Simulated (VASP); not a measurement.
# Mg27SbS26 (a cell with a defect) in VASP: further runs, part 2 of 2

VASP 6.6.1.

## Step 3: Relaxation of the atoms, PBE

Input file INCAR:

```
PREC = Accurate
ENCUT = 520
EDIFF = 1E-6
ISMEAR = -1
SIGMA = 0.01
LREAL = Auto
LASPH = T
NELM = 60
ALGO = Normal
ISIF = 2
LWAVE = F
LCHARG = F
GGA = PE
IBRION = 2
NSW = 60
EDIFFG = -0.03
NELECT = 216.0
LUSENCCL = F
```

Input file KPOINTS:

```
regular mesh
0
Gamma
  2 2 2
```

Input file POSCAR:

```
Mg27SbS26
1.0
    0.0000000000      7.8131926668      7.8131926668
    7.8131926668      0.0000000000      7.8131926668
    7.8131926668      7.8131926668      0.0000000000
Mg Sb S
27 1 26
Direct
    0.0000000000      0.0000000000      0.0000000000
    0.0000000000      0.0000000000      0.3333333333
    0.0000000000      0.0000000000      0.6666666667
    0.0000000000      0.3333333333      0.0000000000
    0.0000000000      0.3333333333      0.3333333333
    0.0000000000      0.3333333333      0.6666666667
    0.0000000000      0.6666666667      0.0000000000
    0.0000000000      0.6666666667      0.3333333333
    0.0000000000      0.6666666667      0.6666666667
    0.3333333333      0.0000000000      0.0000000000
    0.3333333333      0.0000000000      0.3333333333
    0.3333333333      0.0000000000      0.6666666667
    0.3333333333      0.3333333333      0.0000000000
    0.3333333333      0.3333333333      0.3333333333
    0.3333333333      0.3333333333      0.6666666667
    0.3333333333      0.6666666667      0.0000000000
    0.3333333333      0.6666666667      0.3333333333
    0.3333333333      0.6666666667      0.6666666667
    0.6666666667      0.0000000000      0.0000000000
    0.6666666667      0.0000000000      0.3333333333
    0.6666666667      0.0000000000      0.6666666667
    0.6666666667      0.3333333333      0.0000000000
    0.6666666667      0.3333333333      0.3333333333
    0.6666666667      0.3333333333      0.6666666667
    0.6666666667      0.6666666667      0.0000000000
    0.6666666667      0.6666666667      0.3333333333
    0.6666666667      0.6666666667      0.6666666667
    0.1666666667      0.1666666667      0.1666666667
    0.1666666667      0.1666666667      0.5000000000
    0.1666666667      0.1666666667      0.8333333333
    0.1666666667      0.5000000000      0.1666666667
    0.1666666667      0.5000000000      0.5000000000
    0.1666666667      0.5000000000      0.8333333333
    0.1666666667      0.8333333333      0.1666666667
    0.1666666667      0.8333333333      0.5000000000
    0.1666666667      0.8333333333      0.8333333333
    0.5000000000      0.1666666667      0.1666666667
    0.5000000000      0.1666666667      0.5000000000
    0.5000000000      0.1666666667      0.8333333333
    0.5000000000      0.5000000000      0.1666666667
    0.5000000000      0.5000000000      0.5000000000
    0.5000000000      0.5000000000      0.8333333333
    0.5000000000      0.8333333333      0.1666666667
    0.5000000000      0.8333333333      0.5000000000
    0.5000000000      0.8333333333      0.8333333333
    0.8333333333      0.1666666667      0.1666666667
    0.8333333333      0.1666666667      0.5000000000
    0.8333333333      0.1666666667      0.8333333333
    0.8333333333      0.5000000000      0.1666666667
    0.8333333333      0.5000000000      0.5000000000
    0.8333333333      0.5000000000      0.8333333333
    0.8333333333      0.8333333333      0.1666666667
    0.8333333333      0.8333333333      0.5000000000
    0.8333333333      0.8333333333      0.8333333333
```

Potentials or basis: VASP PAW PBE potentials, release 64 (Mg, Sb, S).

Launch:

```sh
$ cat potpaw_PBE.64/Mg/POTCAR potpaw_PBE.64/Sb/POTCAR potpaw_PBE.64/S/POTCAR > POTCAR
$ mpirun -np 1 vasp_std > vasp.out
```

OUTCAR:

```text
PREC = Accurate
   ENCUT = 520
   EDIFF = 1E-6
   ISMEAR = -1
   LREAL = Auto
   LASPH = T
   NELM = 60
   ISIF = 2
   GGA = PE
   IBRION = 2
   NSW = 60
   EDIFFG = -0.03
   NELECT = 216.0

 ion  position               nearest neighbor table
   1  0.000  0.000  0.000-  30 2.60  34 2.60  36 2.60  46 2.60  48 2.60  52 2.60
   2  0.000  0.000  0.333-  34 2.60  46 2.60  35 2.60  28 2.60  47 2.60  53 2.60
   3  0.000  0.000  0.667-  36 2.60  48 2.60  29 2.60  47 2.60  35 2.60  54 2.60
   4  0.000  0.333  0.000-  30 2.60  46 2.60  33 2.60  28 2.60  49 2.60  51 2.60
   5  0.000  0.333  0.333-  28 2.60  47 2.60  49 2.60  29 2.60  31 2.60  50 2.60
   6  0.000  0.333  0.667-  29 2.60  30 2.60  48 2.60  51 2.60  50 2.60  32 2.60
[... 46 lines left out ...]
  53  0.833  0.833  0.500-  27 2.60  20 2.60   8 2.60   2 2.60  21 2.60   9 2.60
  54  0.833  0.833  0.833-   9 2.60  21 2.60  25 2.60  19 2.60   7 2.60   3 2.60

  LATTYP: Found a face centered cubic cell.
 ALAT       =    15.6263853336

  Lattice vectors:

 A1 = (   0.0000000000,   7.8131926668,   7.8131926668)
 A2 = (   7.8131926668,   0.0000000000,   7.8131926668)
 A3 = (   7.8131926668,   7.8131926668,   0.0000000000)

Analysis of symmetry for initial positions (statically):
=====================================================================
 Subroutine PRICEL returns:
 Original cell was already a primitive cell.

 Routine SETGRP: Setting up the symmetry group for a
 face centered cubic supercell.

 Subroutine GETGRP returns: Found 48 space group operations
 (whereof  6 operations were pure point group operations)
 out of a pool of 48 trial point group operations.

The static configuration has the point symmetry C_3v.
 The point group associated with its full space group is O_h .

Analysis of symmetry for dynamics (positions and initial velocities):
=====================================================================
 Subroutine PRICEL returns:
 Original cell was already a primitive cell.

 Routine SETGRP: Setting up the symmetry group for a
 face centered cubic supercell.
[... 215 lines left out ...]
   AEXX    =    0.0000 exact exchange contribution
   IVDW    =     0    specifies the selected vdW correction
   LEPSILON=     F    determine dielectric tensor
   LRPA    =     F    only Hartree local field effects (RPA)
 conjugate gradient relaxation of ions
 non-spin polarized calculation
  energy-cutoff  :      520.00
  volume of cell :      953.93
 maximum number of plane-waves:     25821
 NGX is ok and might be reduce to    84
   NGX = 41   NGY = 41   NGZ = 41

--------------------------------------- Ionic step        1  -------------------------------------------

 number of electron     215.9999998 magnetization

 Free energy of the ion-electron system (eV)
  ---------------------------------------------------
  ext. energy  EPLUGINS =         0.00000000
  ---------------------------------------------------
  free energy    TOTEN  =      -219.47712853 eV

  energy without entropy =     -219.47712853  energy(sigma->0) =     -219.47712853

------------------------ aborting loop because EDIFF is reached ----------------------------------------

  FORCE on cell =-STRESS in cart. coord.  units (eV):
  Direction    XX          YY          ZZ          XY          YZ          ZX
  --------------------------------------------------------------------------------------
  -------------------------------------------------------------------------------------
  Total       23.2206350     23.2206350     23.2206350      0.0000000      0.0000000     -0.0000000
  in kB       39.0004015     39.0004015     39.0004015      0.0000000      0.0000000     -0.0000000
  external PRESSURE =      39.0004015 kB  Pullay stress =       0.0000000 kB
[... 427 lines left out ...]
--------------------------------------- Ionic step        6  -------------------------------------------

 number of electron     215.9999998 magnetization

 Free energy of the ion-electron system (eV)
  ---------------------------------------------------
  ext. energy  EPLUGINS =         0.00000000
  ---------------------------------------------------
  free energy    TOTEN  =      -219.87064647 eV

  energy without entropy =     -219.87064647  energy(sigma->0) =     -219.87064647

 E-fermi :   5.4579     XC(G=0):  -9.7348

 val. band max:        5.1788339667   @ k =   0.0000   0.0000   0.0000
 cond. band min:       6.5709358885   @ k =   0.5000   0.5000   0.0000
 fundamental gap:      1.3921019218
 Fermi energy:         5.4578522573

 k-point     1 :       0.0000    0.0000    0.0000
  band No.  band energies     occupation
      1      -8.8813      2.00000
      2      -8.0288      2.00000
      3      -8.0288      2.00000
      4      -8.0288      2.00000
      5      -7.9885      2.00000
      6      -7.9798      2.00000
[... 358 lines left out ...]
    119       8.8595      0.00000
    120       8.8650      0.00000
 [bands above 120 left out]

------------------------ aborting loop because EDIFF is reached ----------------------------------------

  FORCE on cell =-STRESS in cart. coord.  units (eV):
  Direction    XX          YY          ZZ          XY          YZ          ZX
  --------------------------------------------------------------------------------------
  -------------------------------------------------------------------------------------
  Total       22.9399180     22.9399180     22.9399180      0.0000000      0.0000000     -0.0000000
  in kB       38.5289210     38.5289210     38.5289210      0.0000000      0.0000000     -0.0000000
  external PRESSURE =      38.5289210 kB  Pullay stress =       0.0000000 kB
[... 69 lines left out ...]
  FREE ENERGIE OF THE ION-ELECTRON SYSTEM (eV)
  ---------------------------------------------------
  free  energy   TOTEN  =      -219.8706464717 eV

  energy  without entropy=     -219.8706464717  energy(sigma->0) =     -219.87064647

 reached required accuracy - stopping structural energy minimisation
```

CONTCAR:

```text
Mg27SbS26
    1.000000000000000
     0.0000000000000000    7.8131926668000000    7.8131926668000000
     7.8131926668000000    0.0000000000000000    7.8131926668000000
     7.8131926668000000    7.8131926668000000    0.0000000000000000
  Mg              Sb              S
    27     1    26
Direct
     0.0006392274741029    0.0006392274741029    0.0006392274741029
     0.9944078087271583    0.9944078087271583    0.3389255245728389
     0.0006392274741029    0.0006392274741029    0.6647489842776942
     0.9944078087271583    0.3389255245728389    0.9944078087271583
     0.9944078087271583    0.3389255245728389    0.3389255245728389
     0.0021514683429265    0.3311818649570705    0.6666666667000030
[... 46 lines left out ...]
     0.8319947424493916    0.8319947424493916    0.5013385908506054
     0.8334181593420119    0.8334181593420119    0.8334181593420119

  0.00000000E+00  0.00000000E+00  0.00000000E+00
  0.00000000E+00  0.00000000E+00  0.00000000E+00
  0.00000000E+00  0.00000000E+00  0.00000000E+00
  0.00000000E+00  0.00000000E+00  0.00000000E+00
  0.00000000E+00  0.00000000E+00  0.00000000E+00
  0.00000000E+00  0.00000000E+00  0.00000000E+00
[... 46 lines left out ...]
  0.00000000E+00  0.00000000E+00  0.00000000E+00
  0.00000000E+00  0.00000000E+00  0.00000000E+00
```

Run time: 8.1 min. Hardware: 1 × NVIDIA H100 80GB with 1 thread of AMD EPYC 7R13 (Zen 3), shared host; peak memory 1.9 GiB.

What came out:

| Quantity | Value |
| --- | --- |
| Free energy | -219.8706 eV |
| Energy gained by relaxing | 7.3 meV/atom |
| Ionic steps | 6 |
| Largest force after relaxing | 0.011 eV/Å |

Forces in eV/Å, atoms in the order of the input:
```
Mg   0.003  0.003  0.003
Mg   0.000  0.000 -0.009
Mg  -0.003 -0.003  0.003
Mg   0.000 -0.009  0.000
Mg   0.009  0.000  0.000
Mg  -0.008  0.008  0.000
Mg  -0.003  0.003 -0.003
Mg  -0.008  0.000  0.008
Mg   0.000  0.008  0.008
Mg  -0.009  0.000  0.000
Mg   0.000  0.009  0.000
Mg   0.008 -0.008  0.000
Mg   0.000  0.000  0.009
Mg  -0.003 -0.003 -0.003
Mg   0.003  0.003 -0.003
Mg   0.008  0.000 -0.008
Mg   0.003 -0.003  0.003
Mg   0.000 -0.008 -0.008
Mg   0.003 -0.003 -0.003
Mg   0.000 -0.008  0.008
Mg   0.008  0.000  0.008
Mg   0.000  0.008 -0.008
Mg  -0.003  0.003  0.003
Mg  -0.008  0.000 -0.008
Mg   0.008  0.008  0.000
Mg  -0.008 -0.008  0.000
Mg   0.000  0.000  0.000
Sb   0.000  0.000  0.000
S    0.007  0.007  0.000
S   -0.007 -0.007  0.000
S    0.007  0.000  0.007
S   -0.001  0.001  0.001
S    0.000 -0.007  0.007
S   -0.007  0.000 -0.007
S    0.000  0.007 -0.007
S    0.001 -0.001 -0.001
S    0.000  0.007  0.007
S    0.001 -0.001  0.001
S   -0.007  0.000  0.007
S    0.001  0.001 -0.001
S   -0.001 -0.001 -0.001
S    0.000  0.000  0.006
S   -0.007  0.007  0.000
S    0.000  0.006  0.000
S   -0.006  0.000  0.000
S    0.000 -0.007 -0.007
S    0.007  0.000 -0.007
S   -0.001  0.001 -0.001
S    0.007 -0.007  0.000
S    0.006  0.000  0.000
S    0.000 -0.006  0.000
S   -0.001 -0.001  0.001
S    0.000  0.000 -0.006
S    0.001  0.001  0.001
```

Step by step:
```csv
step,energy change (eV),largest force (eV/Å),pressure (GPa)
1,0.0000,0.7029,3.90
2,-0.2570,0.4221,3.86
3,-0.3878,0.0931,3.87
4,-0.3878,0.0925,3.87
5,-0.3920,0.0485,3.86
6,-0.3935,0.0108,3.85
```

Final structure:
```
CELL_PARAMETERS angstrom
0.00000 7.81319 7.81319
7.81319 0.00000 7.81319
7.81319 7.81319 0.00000
ATOMIC_POSITIONS crystal
Mg 0.00064 0.00064 0.00064
Mg 0.99441 0.99441 0.33893
Mg 0.00064 0.00064 0.66475
Mg 0.99441 0.33893 0.99441
Mg 0.99441 0.33893 0.33893
Mg 0.00215 0.33118 0.66667
Mg 0.00064 0.66475 0.00064
Mg 0.00215 0.66667 0.33118
Mg 0.00215 0.66667 0.66667
Mg 0.33893 0.99441 0.99441
Mg 0.33893 0.99441 0.33893
Mg 0.33118 0.00215 0.66667
Mg 0.33893 0.33893 0.99441
Mg 0.33269 0.33269 0.33269
Mg 0.33269 0.33269 0.66858
Mg 0.33118 0.66667 0.00215
Mg 0.33269 0.66858 0.33269
Mg 0.33118 0.66667 0.66667
Mg 0.66475 0.00064 0.00064
Mg 0.66667 0.00215 0.33118
Mg 0.66667 0.00215 0.66667
Mg 0.66667 0.33118 0.00215
Mg 0.66858 0.33269 0.33269
Mg 0.66667 0.33118 0.66667
Mg 0.66667 0.66667 0.00215
Mg 0.66667 0.66667 0.33118
Mg 0.66667 0.66667 0.66667
Sb 0.16667 0.16667 0.16667
S 0.16667 0.16667 0.50475
S 0.16667 0.16667 0.82859
S 0.16667 0.50475 0.16667
S 0.16692 0.49992 0.49992
S 0.16667 0.50475 0.82859
S 0.16667 0.82859 0.16667
S 0.16667 0.82859 0.50475
S 0.16641 0.83342 0.83342
S 0.50475 0.16667 0.16667
S 0.49992 0.16692 0.49992
S 0.50475 0.16667 0.82859
S 0.49992 0.49992 0.16692
S 0.49992 0.49992 0.49992
S 0.50134 0.50134 0.83199
S 0.50475 0.82859 0.16667
S 0.50134 0.83199 0.50134
S 0.50134 0.83199 0.83199
S 0.82859 0.16667 0.16667
S 0.82859 0.16667 0.50475
S 0.83342 0.16641 0.83342
S 0.82859 0.50475 0.16667
S 0.83199 0.50134 0.50134
S 0.83199 0.50134 0.83199
S 0.83342 0.83342 0.16641
S 0.83199 0.83199 0.50134
S 0.83342 0.83342 0.83342
```

Caveat: the cell carries a net charge on a neutralising background, which shifts energy and pressure; the cell is charged against a uniform background, so pressure and absolute levels hang on convention; spin-orbit coupling is left out, which moves the levels of the heavy elements.
